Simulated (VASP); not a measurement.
# O2 in VASP: single point with r2SCAN

Aim: the single point of O2 with r2SCAN.

All numbers are computed with VASP 6.6.1; they aren't measurements. Logs are shortened: lines on timing, memory, paths and dates and some standing lists are left out, and cuts for length are marked.

**1. The cell of the first run**

The cell holds a molecule in a box, 2 atoms: a = 12.000 Å, b = 12.300 Å, c = 12.600 Å, α = 90.00°, β = 90.00°, γ = 90.00°.

**2. Single point, r2SCAN, collinear spin, ferromagnetic start**

Input file POSCAR:

```
O
1.0
   12.0000000000      0.0000000000      0.0000000000
    0.0000000000     12.3000000000      0.0000000000
    0.0000000000      0.0000000000     12.6000000000
O
2
Direct
    0.5000000000      0.5000000000      0.4521613620
    0.5000000000      0.5000000000      0.5478386380
```

Input file INCAR.step1:

```
  PREC = Accurate
  ENCUT = 910
  ISMEAR = -1
  SIGMA = 0.01
  LREAL = F
  LASPH = T
  NELM = 200
  ISPIN = 2
  MAGMOM = 1 1
  NBANDS = 17
  GGA = PE
  ALGO = Normal
  EDIFF = 1E-5
  LWAVE = T
  LCHARG = F
  GGA_COMPAT = F
  NELMDL = -8
```

Input file INCAR.step2:

```
  PREC = Accurate
  ENCUT = 910
  EDIFF = 1E-6
  ISMEAR = -1
  SIGMA = 0.01
  LREAL = F
  LASPH = T
  NELM = 200
  ALGO = Normal
  ISIF = 2
  LWAVE = F
  LCHARG = T
  ISPIN = 2
  MAGMOM = 1 1
  LORBIT = 11
  METAGGA = R2SCAN
  LMIXTAU = T
  LELF = T
  LVHAR = T
  NBANDS = 17
  ISTART = 1
  GGA_COMPAT = F
```

Input file KPOINTS:

```
Automatic mesh
0
Gamma
  1 1 1
```

Potentials or basis: VASP PAW PBE potentials, release 64 (O_h).

On the command line:

```bash
cat potpaw_PBE.64/O_h/POTCAR > POTCAR
cp INCAR.step1 INCAR
mpirun -np 1 vasp_gam > vasp.out
cp INCAR.step2 INCAR
mpirun -np 1 vasp_gam > vasp.out
```

OUTCAR:

```text
PREC = Accurate
   ENCUT = 910
   EDIFF = 1E-6
   ISMEAR = -1
   LREAL = F
   LASPH = T
   NELM = 200
   ISIF = 2
   ISPIN = 2
   LORBIT = 11
   METAGGA = R2SCAN
   ISTART = 1

 ion  position               nearest neighbor table
   1  0.500  0.500  0.452-   2 1.21
   2  0.500  0.500  0.548-   1 1.21

  LATTYP: Found a simple orthorhombic cell.
 ALAT       =    12.0000000000
 B/A-ratio  =     1.0250000000
 C/A-ratio  =     1.0500000000

  Lattice vectors:

 A1 = (  12.0000000000,   0.0000000000,   0.0000000000)
 A2 = (   0.0000000000,  12.3000000000,   0.0000000000)
 A3 = (   0.0000000000,   0.0000000000,  12.6000000000)

Analysis of symmetry for initial positions (statically):
=====================================================================
 Subroutine PRICEL returns:
 Original cell was already a primitive cell.

 Routine SETGRP: Setting up the symmetry group for a
 simple orthorhombic supercell.

 Subroutine GETGRP returns: Found  8 space group operations
 (whereof  8 operations were pure point group operations)
 out of a pool of  8 trial point group operations.

The static configuration has the point symmetry D_2h.

Analysis of symmetry for dynamics (positions and initial velocities):
=====================================================================
 Subroutine PRICEL returns:
 Original cell was already a primitive cell.

 Routine SETGRP: Setting up the symmetry group for a
 simple orthorhombic supercell.

 Subroutine GETGRP returns: Found  8 space group operations
 (whereof  8 operations were pure point group operations)
 out of a pool of  8 trial point group operations.

The dynamic configuration has the point symmetry D_2h.

Analysis of structural, dynamic, and magnetic symmetry:
=====================================================================
 Subroutine PRICEL returns:
 Original cell was already a primitive cell.

 Routine SETGRP: Setting up the symmetry group for a
 simple orthorhombic supercell.

 Subroutine GETGRP returns: Found  8 space group operations
 (whereof  8 operations were pure point group operations)
 out of a pool of  8 trial point group operations.

The overall configuration has the point symmetry D_2h.

 Subroutine INISYM returns: Found  8 space group operations
 (whereof  8 operations are pure point group operations),
 and found     1 'primitive' translations

----------------------------------------------------------------------------------------

                                     Primitive cell

  volume of cell :    1859.7600

  direct lattice vectors                    reciprocal lattice vectors
    12.000000000  0.000000000  0.000000000     0.083333333  0.000000000  0.000000000
     0.000000000 12.300000000  0.000000000     0.000000000  0.081300813  0.000000000
     0.000000000  0.000000000 12.600000000     0.000000000  0.000000000  0.079365079

  length of vectors
    12.000000000 12.300000000 12.600000000     0.083333333  0.081300813  0.079365079

  position of ions in fractional coordinates (direct lattice)
     0.500000000  0.500000000  0.452161362
     0.500000000  0.500000000  0.547838638

  ion indices of the primitive-cell ions
   primitive index   ion index
                 1           1
                 2           2

----------------------------------------------------------------------------------------

 KPOINTS: Automatic mesh

Automatic generation of k-mesh.
 Grid dimensions read from file:
 generate k-points for:    1    1    1

 Generating k-lattice:

  Cartesian coordinates                     Fractional coordinates (reciprocal lattice)
     0.083333333  0.000000000  0.000000000     1.000000000  0.000000000  0.000000000
     0.000000000  0.081300813  0.000000000     0.000000000  1.000000000  0.000000000
     0.000000000  0.000000000  0.079365079     0.000000000  0.000000000  1.000000000

  Length of vectors
     0.083333333  0.081300813  0.079365079

  Shift w.r.t. Gamma in fractional coordinates (k-lattice)
     0.000000000  0.000000000  0.000000000

 Subroutine IBZKPT returns following result:
 ===========================================

 Found      1 irreducible k-points:

 Following reciprocal coordinates:
            Coordinates               Weight
  0.000000  0.000000  0.000000      1.000000
   k-points           NKPTS =      1   k-points in BZ     NKDIM =      1   number of bands    NBANDS=     17
   number of dos      NEDOS =    301   number of ions     NIONS =      2
   total plane-waves  NPLWV = ******
   dimension x,y,z NGX =   120 NGY =  126 NGZ =  126
   dimension x,y,z NGXF=   240 NGYF=  252 NGZF=  252
   ions per type =               2
   NGX,Y,Z   is equivalent  to a cutoff of  16.62, 17.03, 16.62 a.u.
   NGXF,Y,Z  is equivalent  to a cutoff of  33.25, 34.06, 33.25 a.u.
 SYSTEM =  unknown system
   PREC   = accura    normal or accurate (medium, high low for compatibility)
   ISTART =      1    job   : 0-new  1-cont  2-samecut
   ICHARG =      0    charge: 1-file 2-atom 10-const
   ISPIN  =      2    spin polarized calculation?
   LNONCOLLINEAR =      F non collinear calculations
   LSORBIT =      F    spin-orbit coupling
   LASPH  =      T    aspherical Exc in radial PAW
   ENCUT  =  910.0 eV  66.88 Ry    8.18 a.u.  29.52 30.25 30.99*2*pi/ulx,y,z
   NELM   =    200;   NELMIN=  2; NELMDL=  0     # of ELM steps
   EDIFF  = 0.1E-05   stopping-criterion for ELM
   LREAL  =      F    real-space projection
   EDIFFG = 0.1E-04   stopping-criterion for IOM
   NSW    =      0    number of steps for IOM
   IBRION =     -1    ionic relax: 0-MD 1-quasi-New 2-CG
   NFREE  =      0    steps in history (QN), initial steepest desc. (CG)
   ISIF   =      2    stress and relaxation
   ISYM   =      2    0-nonsym 1-usesym 2-fastsym
   POTIM  = 0.5000    time-step for ionic-motion
   TEBEG  =    0.0;   TEEND  =   0.0 temperature during run
   PSTRESS=    0.0 pullay stress
   NELECT =      12.0000    total number of electrons
   NUPDOWN=      -1.0000    fix difference up-down
   EMIN   =  10.00;   EMAX   =-10.00  energy-range for DOS
   EFERMI =   0.00;   METHOD = LEGACY
   ISMEAR =    -1;   SIGMA  =   0.01  broadening in eV -4-tet -1-fermi 0-gaus
   EFERMI_NEDOS =   21; number of points for ismear=-14 and -15
   IALGO  =     38    algorithm
   IMIX   =      4    mixing-type and parameters
     AMIX     =   0.40;   BMIX     =  1.00
     AMIX_MAG =   1.60;   BMIX_MAG =  1.00
  volume/ion in A,a.u.               =     929.88      6275.14
  Fermi-wavevector in a.u.,A,eV,Ry     =   0.304778  0.575946  1.263836  0.092889
  Thomas-Fermi vector in A             =   1.177187
   LORBIT       =     11    0 simple, 1 ext, 2 COOP (PROOUT), +10 PAW based schemes
   METAGGA = R2SCAN    functional components
   LHFCALC =     F    Hartree Fock is set to
   AEXX    =    0.0000 exact exchange contribution
   IVDW    =     0    specifies the selected vdW correction
   LEPSILON=     F    determine dielectric tensor
   LRPA    =     F    only Hartree local field effects (RPA)
 spin polarized calculation
  energy-cutoff  :      910.00
  volume of cell :     1859.76
 maximum number of plane-waves:     57952
 NGX is ok and might be reduce to   120
   NGX = 59   NGY = 61   NGZ = 61

 number of electron      12.0000004 magnetization       2.0000005

 Free energy of the ion-electron system (eV)
  ---------------------------------------------------
  ext. energy  EPLUGINS =         0.00000000
  ---------------------------------------------------
  free energy    TOTEN  =       -12.07538167 eV

  energy without entropy =      -12.07538167  energy(sigma->0) =      -12.07538167

 E-fermi :  -6.9881     XC(G=0):  -0.1947

 val. band max:       -7.3423552868   @ k =   0.0000   0.0000   0.0000
 cond. band min:      -3.8872576439   @ k =   0.0000   0.0000   0.0000
 fundamental gap:      3.4550976430
 Fermi energy:        -6.9880885747

 spin component 1

 k-point     1 :       0.0000    0.0000    0.0000
  band No.  band energies     occupation
      1     -34.4481      1.00000
      2     -21.8555      1.00000
      3     -14.2382      1.00000
      4     -14.2380      1.00000
      5     -14.0012      1.00000
      6      -7.3426      1.00000
      7      -7.3424      1.00000
      8       0.0321      0.00000
      9       0.9251      0.00000
     10       0.9624      0.00000
     11       1.0122      0.00000
     12       1.0496      0.00000
     13       1.0603      0.00000
     14       1.1000      0.00000
     15       1.7971      0.00000
     16       1.9283      0.00000
     17       1.9616      0.00000
 Fermi energy:        -6.9880885747

 spin component 2

 k-point     1 :       0.0000    0.0000    0.0000
  band No.  band energies     occupation
      1     -33.0635      1.00000
      2     -19.4366      1.00000
      3     -12.9358      1.00000
      4     -11.7387      1.00000
      5     -11.7386      1.00000
      6      -3.8873      0.00000
      7      -3.8872      0.00000
      8       0.0607      0.00000
      9       0.9911      0.00000
     10       0.9939      0.00000
     11       1.0378      0.00000
     12       1.0707      0.00000
     13       1.0868      0.00000
     14       1.1308      0.00000
     15       1.9609      0.00000
     16       1.9687      0.00000
     17       2.0083      0.00000

------------------------ aborting loop because EDIFF is reached ----------------------------------------

  FORCE on cell =-STRESS in cart. coord.  units (eV):
  Direction    XX          YY          ZZ          XY          YZ          ZX
  --------------------------------------------------------------------------------------
  -------------------------------------------------------------------------------------
  Total       -0.1140452     -0.1138319     -0.0159814      0.0000000      0.0000000      0.0000000
  in kB       -0.0982495     -0.0980658     -0.0137679      0.0000000      0.0000000      0.0000000
  external PRESSURE =      -0.0700278 kB  Pullay stress =       0.0000000 kB

 VOLUME and BASIS-vectors are now :
 -----------------------------------------------------------------------------
  energy-cutoff  :      910.00
  volume of cell :     1859.76
      direct lattice vectors                 reciprocal lattice vectors
    12.000000000  0.000000000  0.000000000     0.083333333  0.000000000  0.000000000
     0.000000000 12.300000000  0.000000000     0.000000000  0.081300813  0.000000000
     0.000000000  0.000000000 12.600000000     0.000000000  0.000000000  0.079365079

 POSITION                                       TOTAL-FORCE (eV/Angst)
 -----------------------------------------------------------------------------------
      6.00000      6.15000      5.69723         0.000000      0.000000     -0.068289
      6.00000      6.15000      6.90277         0.000000     -0.000000      0.068289
 -----------------------------------------------------------------------------------
    total drift:                                0.000000      0.000000      0.000000

  FREE ENERGIE OF THE ION-ELECTRON SYSTEM (eV)
  ---------------------------------------------------
  free  energy   TOTEN  =       -12.0753816719 eV

  energy  without entropy=      -12.0753816719  energy(sigma->0) =      -12.07538167

 total charge

# of ion       s       p       d       tot
------------------------------------------
    1        1.091   2.232   0.000   3.324
    2        1.091   2.232   0.000   3.324
--------------------------------------------------
tot          2.183   4.465   0.000   6.647

 magnetization (x)

# of ion       s       p       d       tot
------------------------------------------
    1        0.021   0.627   0.000   0.648
    2        0.021   0.627   0.000   0.648
--------------------------------------------------
tot          0.042   1.255   0.000   1.297
```

Wall time 33 min (1 thread of Intel Xeon Platinum 8259CL at 2.50GHz (Skylake/Cascade Lake), shared host); peak memory 5.2 GiB.

Results:

* Free energy: -12.0754 eV
* Largest force: 0.068 eV/Å
* Gap between the frontier levels: 3.46 eV
* Net moment: 2.00 μB per cell
* Site moments: O +0.65 μB
* Valence electrons inside the program's atomic spheres: O 3.32

Forces on the atoms (eV/Å):
```
O    0.000  0.000 -0.068
O    0.000  0.000  0.068
```

Caveat: the cutoff is under 1.25 times the usual one of these potentials, so pressure, stress and relaxed cells hold a basis-set (Pulay) error; the PAW data sets were made with another functional, which shifts forces and pressure a little.
